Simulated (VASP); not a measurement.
# CsSi3 (P-3m1) in VASP: notebook

Runs on CsSi3. Level: PBE. Tasks: single point, relaxation of cell and atoms.

Program: VASP 6.6.1. These are calculated values, not measurements. Logs are shortened: lines on timing, memory, paths and dates and some standing lists are left out, and cuts for length are marked.

### Step 1. The cell of the first run

It takes space group P-3m1 (No. 164, trigonal). The conventional cell has a = 4.011 Å, b = 4.011 Å, c = 7.731 Å, α = 90.00°, β = 90.00°, γ = 120.00°. Within 4.9 Å of Cs (site symmetry -3m) lie 8 Si at 3.75 to 3.87 Å and 6 Cs at 4.01 Å. Within 3.3 Å of Si (site symmetry -3m) lie 6 Si at 2.49 Å. Si (site symmetry 3m) has 6 Si at 2.49 to 2.95 Å within 3.3 Å.

The cell was generated, and may not be a known phase.

### Step 2. Single point, PBE

Input file INCAR:

```
SYSTEM = CsSi3
ALGO = Fast ; EDIFF = 1E-7
ENCUT = 520 ; GGA = PE
ISIF = 2 ; ISMEAR = 0
LASPH = .TRUE. ; LCHARG = .FALSE.
LREAL = .FALSE. ; LWAVE = .FALSE.
NBANDS = 18 ; NELM = 80
PREC = Accurate ; SIGMA = 0.1
```

Input file KPOINTS:

```
k-points
0
G
  6 6 2
  0 0 0
```

Input file POSCAR:

```
CsSi3
1.0
    4.0108636289      0.0000000000      0.0000000000
   -2.0054318145      3.4735097938      0.0000000000
    0.0000000000      0.0000000000      7.7306928843
Cs Si
1 3
Direct
    0.0000000000      0.0000000000      0.5000000000
    0.0000000000      0.0000000000      0.0000000000
    0.3333333333      0.6666666667      0.1186425951
    0.6666666667      0.3333333333      0.8813574049
```

Potentials or basis: VASP PAW PBE potentials, release 64 (Cs_sv, Si).

Command:

```
$ cat potpaw_PBE.64/Cs_sv/POTCAR potpaw_PBE.64/Si/POTCAR > POTCAR
$ mpirun -np 1 vasp_std > vasp.out
```

OUTCAR:

```text
SYSTEM = CsSi3
   EDIFF = 1E-7
   ENCUT = 520
   GGA = PE
   ISIF = 2
   ISMEAR = 0
   LASPH = .TRUE.
   LREAL = .FALSE.
   NELM = 80
   PREC = Accurate

 ion  position               nearest neighbor table
   1  0.000  0.000  0.500-
   2  0.000  0.000  0.000-   3 2.49   4 2.49   4 2.49   3 2.49   4 2.49   3 2.49
   3  0.333  0.667  0.119-   2 2.49   2 2.49   2 2.49   4 2.95   4 2.95   4 2.95
   4  0.667  0.333  0.881-   2 2.49   2 2.49   2 2.49   3 2.95   3 2.95   3 2.95

  LATTYP: Found a hexagonal cell.
 ALAT       =     4.0108636289
 C/A-ratio  =     1.9274384770

  Lattice vectors:

 A1 = (   4.0108636289,   0.0000000000,   0.0000000000)
 A2 = (  -2.0054318145,   3.4735097938,   0.0000000000)
 A3 = (   0.0000000000,   0.0000000000,   7.7306928843)

Analysis of symmetry for initial positions (statically):
=====================================================================
 Subroutine PRICEL returns:
 Original cell was already a primitive cell.

 Routine SETGRP: Setting up the symmetry group for a
 hexagonal supercell.

 Subroutine GETGRP returns: Found 12 space group operations
 (whereof 12 operations were pure point group operations)
 out of a pool of 24 trial point group operations.

The static configuration has the point symmetry D_3d.

Analysis of symmetry for dynamics (positions and initial velocities):
=====================================================================
 Subroutine PRICEL returns:
 Original cell was already a primitive cell.

 Routine SETGRP: Setting up the symmetry group for a
 hexagonal supercell.

 Subroutine GETGRP returns: Found 12 space group operations
 (whereof 12 operations were pure point group operations)
 out of a pool of 24 trial point group operations.

The dynamic configuration has the point symmetry D_3d.

 Subroutine INISYM returns: Found 12 space group operations
 (whereof 12 operations are pure point group operations),
 and found     1 'primitive' translations

----------------------------------------------------------------------------------------

                                     Primitive cell

  volume of cell :     107.7023

  direct lattice vectors                    reciprocal lattice vectors
[... 77 lines left out ...]
   LASPH  =      T    aspherical Exc in radial PAW
   ENCUT  =  520.0 eV  38.22 Ry    6.18 a.u.   7.46  7.46 14.37*2*pi/ulx,y,z
   NELM   =     80;   NELMIN=  2; NELMDL= -5     # of ELM steps
   EDIFF  = 0.1E-06   stopping-criterion for ELM
   LREAL  =      F    real-space projection
   EDIFFG = 0.1E-05   stopping-criterion for IOM
   NSW    =      0    number of steps for IOM
   IBRION =     -1    ionic relax: 0-MD 1-quasi-New 2-CG
   NFREE  =      0    steps in history (QN), initial steepest desc. (CG)
   ISIF   =      2    stress and relaxation
   ISYM   =      2    0-nonsym 1-usesym 2-fastsym
   POTIM  = 0.5000    time-step for ionic-motion
   TEBEG  =    0.0;   TEEND  =   0.0 temperature during run
   PSTRESS=    0.0 pullay stress
   NELECT =      21.0000    total number of electrons
   NUPDOWN=      -1.0000    fix difference up-down
   EMIN   =  10.00;   EMAX   =-10.00  energy-range for DOS
   EFERMI =   0.00;   METHOD = LEGACY
   ISMEAR =     0;   SIGMA  =   0.10  broadening in eV -4-tet -1-fermi 0-gaus
   EFERMI_NEDOS =   21; number of points for ismear=-14 and -15
   IALGO  =     68    algorithm
   IMIX   =      4    mixing-type and parameters
     AMIX     =   0.40;   BMIX     =  1.00
     AMIX_MAG =   1.60;   BMIX_MAG =  1.00
  volume/ion in A,a.u.               =      26.93       181.70
  Fermi-wavevector in a.u.,A,eV,Ry     =   0.949306  1.793929 12.261329  0.901182
  Thomas-Fermi vector in A             =   2.077577
   LORBIT       =      0    0 simple, 1 ext, 2 COOP (PROOUT), +10 PAW based schemes
   GGA     = PE    functional components
   LHFCALC =     F    Hartree Fock is set to
   AEXX    =    0.0000 exact exchange contribution
   IVDW    =     0    specifies the selected vdW correction
   LEPSILON=     F    determine dielectric tensor
   LRPA    =     F    only Hartree local field effects (RPA)
 non-spin polarized calculation
 RMM-DIIS sequential band-by-band and
 Gauss-broadening in eV      SIGMA  =   0.10
  energy-cutoff  :      520.00
  volume of cell :      107.70
 maximum number of plane-waves:      2928
 NGX is ok and might be reduce to    30
   NGX = 15   NGY = 15   NGZ = 29

 number of electron      20.9999999 magnetization

 Free energy of the ion-electron system (eV)
  ---------------------------------------------------
  ext. energy  EPLUGINS =         0.00000000
  ---------------------------------------------------
  free energy    TOTEN  =       -15.71006192 eV

  energy without entropy =      -15.69220923  energy(sigma->0) =      -15.70113558

 E-fermi :   5.1119     XC(G=0):  -8.9017

 val. band max:        4.9740378160   @ k =   0.1667   0.1667   0.0000
 cond. band min:       5.1146523508   @ k =   0.3333   0.1667   0.0000
 fundamental gap:      0.1406145347
 Fermi energy:         5.1119295659

 k-point     1 :       0.0000    0.0000    0.0000
  band No.  band energies     occupation
      1     -18.3954      2.00000
      2      -7.3219      2.00000
      3      -5.3939      2.00000
      4      -4.5809      2.00000
      5      -4.5809      2.00000
      6      -1.4281      2.00000
[... 271 lines left out ...]
      5      -3.5765      2.00000
      6      -3.4007      2.00000
[... 10 lines left out ...]
     17       8.9260      0.00000
     18      10.0615      0.00000

------------------------ aborting loop because EDIFF is reached ----------------------------------------

  FORCE on cell =-STRESS in cart. coord.  units (eV):
  Direction    XX          YY          ZZ          XY          YZ          ZX
  --------------------------------------------------------------------------------------
  -------------------------------------------------------------------------------------
  Total        0.2166464      0.2166464      0.1536434     -0.0000000      0.0000000     -0.0000000
  in kB        3.2228287      3.2228287      2.2855971     -0.0000000      0.0000000     -0.0000000
  external PRESSURE =       2.9104182 kB  Pullay stress =       0.0000000 kB

 VOLUME and BASIS-vectors are now :
 -----------------------------------------------------------------------------
  energy-cutoff  :      520.00
  volume of cell :      107.70
      direct lattice vectors                 reciprocal lattice vectors
     4.010863629  0.000000000  0.000000000     0.249322862  0.143946622  0.000000000
    -2.005431815  3.473509794  0.000000000     0.000000000  0.287893243  0.000000000
     0.000000000  0.000000000  7.730692884     0.000000000  0.000000000  0.129354511

 POSITION                                       TOTAL-FORCE (eV/Angst)
 -----------------------------------------------------------------------------------
      0.00000      0.00000      3.86535         0.000000      0.000000      0.000000
      0.00000      0.00000      0.00000         0.000000      0.000000      0.000000
     -0.00000      2.31567      0.91719        -0.000000     -0.000000      0.002708
      2.00543      1.15784      6.81350        -0.000000      0.000000     -0.002708
 -----------------------------------------------------------------------------------
    total drift:                               -0.000000     -0.000000      0.000000

  FREE ENERGIE OF THE ION-ELECTRON SYSTEM (eV)
  ---------------------------------------------------
  free  energy   TOTEN  =       -15.7100619218 eV

  energy  without entropy=      -15.6922092292  energy(sigma->0) =      -15.70113558
```

stdout:

```text
POSCAR found type information on POSCAR CsSi
 POSCAR found :  2 types and       4 ions
 scaLAPACK will be used
 LDA part: xc-table for (Slater+PW92), standard interpolation
 POSCAR, INCAR and KPOINTS ok, starting setup
 FFT: planning ... GRIDC
 FFT: planning ... GRID_SOFT
 FFT: planning ... GRID
 WAVECAR not read
 entering main loop
```

Run time: 35 s. Hardware: 1 thread of Oxide Virtual Turin-like, shared host; peak memory 0.18 GiB.

What came out:

| Property | Result |
| --- | --- |
| Free energy | -15.7101 eV |
| Pressure | 0.3 GPa |
| Band gap on the k mesh | zero (an odd number of electrons rules out a gap without spin polarisation) |

Forces in eV/Å, atoms in the order of the input:
```
Cs   0.000  0.000  0.000
Si   0.000  0.000  0.000
Si   0.000  0.000  0.003
Si   0.000  0.000 -0.003
```

Caveat: the k points lie up to 0.41 Å⁻¹ apart, too coarse for converged energies and pressures of a metal; spin-orbit coupling is left out, which moves the levels of the heavy elements.

### Step 3. Single point, PBE

This run uses another cell than the first one, of 45.63 Å³/atom.

Input file INCAR:

```
SYSTEM = CsSi3
PREC = Accurate ; ENCUT = 520
EDIFF = 1E-6 ; ISMEAR = 0
SIGMA = 0.1 ; LREAL = .FALSE.
LASPH = .TRUE. ; NELM = 60
ALGO = Normal ; ISIF = 2
LWAVE = .FALSE. ; LCHARG = .TRUE.
GGA = PE ; LELF = .TRUE.
LVHAR = .TRUE. ; NBANDS = 18
```

Input file KPOINTS:

```
Automatic mesh
0
G
  6 6 2
  0 0 0
```

Input file POSCAR:

```
CsSi3
1.0
    4.3443835600      0.0000000000      0.0000000000
   -2.1721917800      3.7623465300      0.0000000000
    0.0000000000      0.0000000000     11.1678084500
Cs Si
1 3
Direct
    0.0000000000      0.0000000000      0.5000000000
    0.0000000000      0.0000000000      0.0000000000
    0.3333333300      0.6666666700      0.2139552200
    0.6666666700      0.3333333300      0.7860447800
```

Potentials or basis: VASP PAW PBE potentials, release 64 (Cs_sv, Si).

Command:

```
$ cat potpaw_PBE.64/Cs_sv/POTCAR potpaw_PBE.64/Si/POTCAR > POTCAR
$ mpirun -np 1 vasp_std > vasp.out
```

OUTCAR:

```text
SYSTEM = CsSi3
   PREC = Accurate
   ENCUT = 520
   EDIFF = 1E-6
   ISMEAR = 0
   LREAL = .FALSE.
   LASPH = .TRUE.
   NELM = 60
   ISIF = 2
   GGA = PE

 ion  position               nearest neighbor table
   1  0.000  0.000  0.500-
   2  0.000  0.000  0.000-
   3  0.333  0.667  0.214-
   4  0.667  0.333  0.786-

  LATTYP: Found a hexagonal cell.
 ALAT       =     4.3443835600
 C/A-ratio  =     2.5706313211
[... 476 lines left out ...]

  FORCE on cell =-STRESS in cart. coord.  units (eV):
  Direction    XX          YY          ZZ          XY          YZ          ZX
  --------------------------------------------------------------------------------------
  -------------------------------------------------------------------------------------
  Total       -6.4882334     -6.4882334     -8.4048591     -0.0000000     -0.0000000      0.0000000
  in kB      -56.9484801    -56.9484802    -73.7710740     -0.0000000     -0.0000000      0.0000000
  external PRESSURE =     -62.5560114 kB  Pullay stress =       0.0000000 kB

 VOLUME and BASIS-vectors are now :
 -----------------------------------------------------------------------------
  energy-cutoff  :      520.00
  volume of cell :      182.54
      direct lattice vectors                 reciprocal lattice vectors
     4.344383560  0.000000000  0.000000000     0.230182254  0.132895786  0.000000000
    -2.172191780  3.762346530  0.000000000     0.000000000  0.265791572  0.000000000
     0.000000000  0.000000000 11.167808450     0.000000000  0.000000000  0.089543083

 POSITION                                       TOTAL-FORCE (eV/Angst)
 -----------------------------------------------------------------------------------
      0.00000      0.00000      5.58390         0.000000      0.000000      0.000000
      0.00000      0.00000      0.00000         0.000000      0.000000      0.000000
     -0.00000      2.50823      2.38941         0.000000     -0.000000     -1.073080
      2.17219      1.25412      8.77840        -0.000000      0.000000      1.073080
 -----------------------------------------------------------------------------------
    total drift:                                0.000000      0.000000      0.000000

  FREE ENERGIE OF THE ION-ELECTRON SYSTEM (eV)
  ---------------------------------------------------
  free  energy   TOTEN  =       -10.4303238668 eV

  energy  without entropy=      -10.4081878938  energy(sigma->0) =      -10.41925588
```

OSZICAR:

```text
N       E                     dE             d eps       ncg     rms          rms(c)
DAV:   1     0.807019737947E+02    0.80702E+02   -0.68671E+03   504   0.840E+02
DAV:   2    -0.941694449750E+00   -0.81644E+02   -0.79278E+02   704   0.137E+02
DAV:   3    -0.104018745971E+02   -0.94602E+01   -0.94112E+01   622   0.440E+01
DAV:   4    -0.105686226979E+02   -0.16675E+00   -0.16662E+00   616   0.711E+00
DAV:   5    -0.105702073306E+02   -0.15846E-02   -0.15846E-02   616   0.752E-01    0.163E+00
DAV:   6    -0.104815462630E+02    0.88661E-01   -0.71394E-02   662   0.104E+00    0.948E-01
DAV:   7    -0.104287638122E+02    0.52782E-01   -0.17095E-01   654   0.139E+00    0.315E-01
DAV:   8    -0.104290423076E+02   -0.27850E-03   -0.16752E-02   550   0.511E-01    0.221E-01
DAV:   9    -0.104303151347E+02   -0.12728E-02   -0.38733E-03   544   0.301E-01    0.451E-02
DAV:  10    -0.104303014040E+02    0.13731E-04   -0.34702E-04   686   0.691E-02    0.256E-02
DAV:  11    -0.104303211287E+02   -0.19725E-04   -0.12614E-04   532   0.532E-02    0.583E-03
DAV:  12    -0.104303223698E+02   -0.12411E-05   -0.39522E-06   672   0.932E-03    0.379E-03
DAV:  13    -0.104303237053E+02   -0.13356E-05   -0.12870E-06   416   0.585E-03    0.111E-03
DAV:  14    -0.104303238668E+02   -0.16145E-06   -0.28792E-07   340   0.294E-03
   1 F= -.10430324E+02 E0= -.10419256E+02  d E =-.221360E-01
```

Wall time 40 s (1 thread of Oxide Virtual Turin-like, shared host); peak memory 0.25 GiB.

Results:

```
Free energy            : -10.4303 eV
Pressure               : -6.3 GPa
Largest force          : 1.073 eV/Å
Band gap on the k mesh : zero (an odd number of electrons rules out a gap without spin polarisation)
```

Forces on the atoms (eV/Å):
```
Cs   0.000  0.000  0.000
Si   0.000  0.000  0.000
Si   0.000  0.000 -1.073
Si   0.000  0.000  1.073
```

Caveat: the cell stands under tension; spin-orbit coupling is left out, which moves the levels of the heavy elements; forces of over 1 eV/Å act on the atoms, so gaps and moduli don't describe the material at rest.

(Part 1 of 2 ends here.)

The gap in the log of VASP goes by the Fermi energy; the results here count the filled bands.